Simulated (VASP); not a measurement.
# Pt (Fm-3m) in VASP: single point with PBE

Aim: the single point of Pt with PBE.

Program: VASP 6.6.1. These are calculated values, not measurements. Logs are shortened: lines on timing, memory, paths and dates and some standing lists are left out, and cuts for length are marked.

**1. The cell of the first run**

It takes space group Fm-3m (No. 225, cubic). The conventional cell has a = 3.971 Å, b = 3.971 Å, c = 3.971 Å, α = 90.00°, β = 90.00°, γ = 90.00°. Within 3.7 Å of Pt (site symmetry m-3m) lie 12 Pt at 2.81 Å.

**2. Single point, PBE**

Contents of INCAR:

```
SYSTEM = Pt
PREC = Accurate
ENCUT = 520
EDIFF = 1E-7
ISMEAR = -1
SIGMA = 0.08
LREAL = .FALSE.
LASPH = .TRUE.
NELM = 100
ALGO = Normal
ISIF = 2
LWAVE = .FALSE.
LCHARG = .FALSE.
GGA = PE
NBANDS = 17
```

Contents of KPOINTS:

```
Automatic mesh
0
G
  12 12 8
  0 0 0
```

Contents of POSCAR:

```
Pt
1.0
    1.9855579642      1.9855579642      0.0000000000
   -1.9855579642      1.9855579642      0.0000000000
    0.0000000000      0.0000000000      3.9711159283
Pt
2
Direct
    0.0000000000      0.0000000000      0.0000000000
    0.5000000000      0.5000000000      0.5000000000
```

Potentials or basis: VASP PAW PBE potentials, release 64 (Pt).

Launch:

```bash
> cat potpaw_PBE.64/Pt/POTCAR > POTCAR
> mpirun -np 1 vasp_std > vasp.out
```

OUTCAR:

```text
SYSTEM = Pt
   PREC = Accurate
   ENCUT = 520
   EDIFF = 1E-7
   ISMEAR = -1
   LREAL = .FALSE.
   LASPH = .TRUE.
   NELM = 100
   ISIF = 2
   GGA = PE

 ion  position               nearest neighbor table
   1  0.000  0.000  0.000-   2 2.81   2 2.81   2 2.81   2 2.81   2 2.81   2 2.81   2 2.81   2 2.81

   2  0.500  0.500  0.500-   1 2.81   1 2.81   1 2.81   1 2.81   1 2.81   1 2.81   1 2.81   1 2.81

  LATTYP: Found a simple tetragonal cell.
 ALAT       =     2.8080030018
 C/A-ratio  =     1.4142135623

  Lattice vectors:

 A1 = (   1.9855579642,   1.9855579642,   0.0000000000)
 A2 = (  -1.9855579642,   1.9855579642,   0.0000000000)
 A3 = (   0.0000000000,   0.0000000000,   3.9711159283)

Analysis of symmetry for initial positions (statically):
=====================================================================
 Subroutine PRICEL returns following result:

  LATTYP: Found a face centered cubic cell.
 ALAT       =     3.9711159284

  Lattice vectors:

 A1 = (   0.0000000000,  -1.9855579642,  -1.9855579642)
 A2 = (   1.9855579642,   0.0000000000,  -1.9855579642)
 A3 = (   1.9855579642,  -1.9855579642,   0.0000000000)

   2 primitive cells build up your supercell.

 Routine SETGRP: Setting up the symmetry group for a
 simple tetragonal supercell.

 Subroutine GETGRP returns: Found 16 space group operations
 (whereof 16 operations were pure point group operations)
 out of a pool of 16 trial point group operations.

The static configuration has the point symmetry D_4h.

Analysis of symmetry for dynamics (positions and initial velocities):
=====================================================================
 Subroutine PRICEL returns following result:

  LATTYP: Found a face centered cubic cell.
 ALAT       =     3.9711159284

  Lattice vectors:

 A1 = (   0.0000000000,  -1.9855579642,  -1.9855579642)
 A2 = (   1.9855579642,   0.0000000000,  -1.9855579642)
 A3 = (   1.9855579642,  -1.9855579642,   0.0000000000)

   2 primitive cells build up your supercell.

 Routine SETGRP: Setting up the symmetry group for a
 simple tetragonal supercell.

 Subroutine GETGRP returns: Found 16 space group operations
 (whereof 16 operations were pure point group operations)
 out of a pool of 16 trial point group operations.

The dynamic configuration has the point symmetry D_4h.
[... 85 lines left out ...]
   NGX,Y,Z   is equivalent  to a cutoff of  14.21, 14.21, 12.56 a.u.
   NGXF,Y,Z  is equivalent  to a cutoff of  28.42, 28.42, 25.12 a.u.
 SYSTEM =  Pt
   PREC   = accura    normal or accurate (medium, high low for compatibility)
   ISTART =      0    job   : 0-new  1-cont  2-samecut
   ICHARG =      2    charge: 1-file 2-atom 10-const
   ISPIN  =      1    spin polarized calculation?
   LNONCOLLINEAR =      F non collinear calculations
   LSORBIT =      F    spin-orbit coupling
   LASPH  =      T    aspherical Exc in radial PAW
   ENCUT  =  520.0 eV  38.22 Ry    6.18 a.u.   5.22  5.22  7.38*2*pi/ulx,y,z
   NELM   =    100;   NELMIN=  2; NELMDL= -5     # of ELM steps
   EDIFF  = 0.1E-06   stopping-criterion for ELM
   LREAL  =      F    real-space projection
   EDIFFG = 0.1E-05   stopping-criterion for IOM
   NSW    =      0    number of steps for IOM
   IBRION =     -1    ionic relax: 0-MD 1-quasi-New 2-CG
   NFREE  =      0    steps in history (QN), initial steepest desc. (CG)
   ISIF   =      2    stress and relaxation
   ISYM   =      2    0-nonsym 1-usesym 2-fastsym
   POTIM  = 0.5000    time-step for ionic-motion
   TEBEG  =    0.0;   TEEND  =   0.0 temperature during run
   PSTRESS=    0.0 pullay stress
   NELECT =      20.0000    total number of electrons
   NUPDOWN=      -1.0000    fix difference up-down
   EMIN   =  10.00;   EMAX   =-10.00  energy-range for DOS
   EFERMI =   0.00;   METHOD = LEGACY
   ISMEAR =    -1;   SIGMA  =   0.08  broadening in eV -4-tet -1-fermi 0-gaus
   EFERMI_NEDOS =   21; number of points for ismear=-14 and -15
   IALGO  =     38    algorithm
   IMIX   =      4    mixing-type and parameters
     AMIX     =   0.40;   BMIX     =  1.00
     AMIX_MAG =   1.60;   BMIX_MAG =  1.00
  volume/ion in A,a.u.               =      15.66       105.65
  Fermi-wavevector in a.u.,A,eV,Ry     =   1.409880  2.664288 27.045153  1.987763
  Thomas-Fermi vector in A             =   2.531891
   LORBIT       =      0    0 simple, 1 ext, 2 COOP (PROOUT), +10 PAW based schemes
   GGA     = PE    functional components
   LHFCALC =     F    Hartree Fock is set to
   AEXX    =    0.0000 exact exchange contribution
   IVDW    =     0    specifies the selected vdW correction
   LEPSILON=     F    determine dielectric tensor
   LRPA    =     F    only Hartree local field effects (RPA)
 non-spin polarized calculation
  energy-cutoff  :      520.00
  volume of cell :       31.31
 maximum number of plane-waves:       888
 NGX is ok and might be reduce to    24
   NGX = 11   NGY = 11   NGZ = 15

 number of electron      20.0000002 magnetization

 Free energy of the ion-electron system (eV)
  ---------------------------------------------------
  ext. energy  EPLUGINS =         0.00000000
  ---------------------------------------------------
  free energy    TOTEN  =       -12.23834512 eV

  energy without entropy =      -12.16267891  energy(sigma->0) =      -12.20051202

 E-fermi :  10.5735     XC(G=0): -13.2659

 val. band max:       10.5729128097   @ k =   0.4167   0.2500   0.0000
 cond. band min:      10.5750673455   @ k =   0.4167   0.4167   0.2500
 fundamental gap:      0.0021545358
 Fermi energy:        10.5735400136

 k-point     1 :       0.0000    0.0000    0.0000
  band No.  band energies     occupation
      1       0.7579      2.00000
      2       3.8882      2.00000
      3       4.3240      2.00000
      4       6.9972      2.00000
      5       6.9991      2.00000
      6       6.9991      2.00000
[... 457 lines left out ...]
      4       4.8516      2.00000
      5       8.3981      2.00000
      6       8.9966      2.00000
[... 9 lines left out ...]
     16      22.4981      0.00000
     17      23.4935      0.00000

 [... further k-points ...]
[... 5 lines left out ...]
  --------------------------------------------------------------------------------------
  -------------------------------------------------------------------------------------
  Total       -0.1018555     -0.1018555     -0.0384638      0.0000000      0.0000000     -0.0000000
  in kB       -5.2117977     -5.2117977     -1.9681365      0.0000000      0.0000000     -0.0000000
  external PRESSURE =      -4.1305773 kB  Pullay stress =       0.0000000 kB

 VOLUME and BASIS-vectors are now :
 -----------------------------------------------------------------------------
  energy-cutoff  :      520.00
  volume of cell :       31.31
      direct lattice vectors                 reciprocal lattice vectors
     1.985557964  1.985557964  0.000000000     0.251818385  0.251818385  0.000000000
    -1.985557964  1.985557964  0.000000000    -0.251818385  0.251818385  0.000000000
     0.000000000  0.000000000  3.971115928     0.000000000  0.000000000  0.251818385

 POSITION                                       TOTAL-FORCE (eV/Angst)
 -----------------------------------------------------------------------------------
      0.00000      0.00000      0.00000         0.000000      0.000000     -0.000000
      0.00000      1.98556      1.98556        -0.000000     -0.000000      0.000000
 -----------------------------------------------------------------------------------
    total drift:                               -0.000000      0.000000     -0.000000

  FREE ENERGIE OF THE ION-ELECTRON SYSTEM (eV)
  ---------------------------------------------------
  free  energy   TOTEN  =       -12.2383451244 eV

  energy  without entropy=      -12.1626789129  energy(sigma->0) =      -12.20051202
```

Wall time 19 s (1 thread of Intel Xeon 6975P-C (Granite Rapids), shared host); peak memory 0.19 GiB.

What came out:

| Item | Value |
| --- | --- |
| Free energy | -12.2383 eV |
| Pressure | -0.4 GPa |
| Band gap on the k mesh | zero (band 10 reaches 11.02 eV, above the bottom of band 11 at 9.46 eV) |

Caveat: spin-orbit coupling is left out, which moves the levels of the heavy elements.
